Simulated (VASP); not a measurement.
Here is a VASP 6.6.1 calculation.

File INCAR:

```
SYSTEM = AlN
PREC = Accurate
ENCUT = 520
EDIFF = 1E-7
ISMEAR = 0
SIGMA = 0.01
LREAL = .FALSE.
LASPH = .TRUE.
NELM = 100
ALGO = Normal
ISIF = 2
LWAVE = .FALSE.
LCHARG = .FALSE.
GGA = CA
IBRION = 2
NSW = 80
EDIFFG = -0.004
```

The input KPOINTS:

```
Automatic mesh
0
G
  8 8 5
  0 0 0
```

POSCAR

```
AlN
1.0
    3.0887828234      0.0000000000      0.0000000000
   -1.5443914117      2.6749643918      0.0000000000
    0.0000000000      0.0000000000      4.9185908102
Al N
2 2
Direct
    0.3333333333      0.6666666667      0.0000034427
    0.6666666667      0.3333333333      0.5000034427
    0.3333333333      0.6666666667      0.3819965573
    0.6666666667      0.3333333333      0.8819965573
```

Potentials or basis: VASP PAW LDA potentials, release 64 (Al, N).

The run is started by

```console
$ cat potpaw_LDA.64/Al/POTCAR potpaw_LDA.64/N/POTCAR > POTCAR
$ mpirun -np 1 vasp_std > vasp.out
```

Question: Predict the band gap on the k mesh.

Answer: 4.44 eV, direct.

Question: Estimate the energy gained by relaxing.

Answer: 0.1 meV/atom.

Stress tensor (GPa, compression positive):
```
1.23 0.00 0.00
0.00 1.23 0.00
0.00 0.00 2.47
```
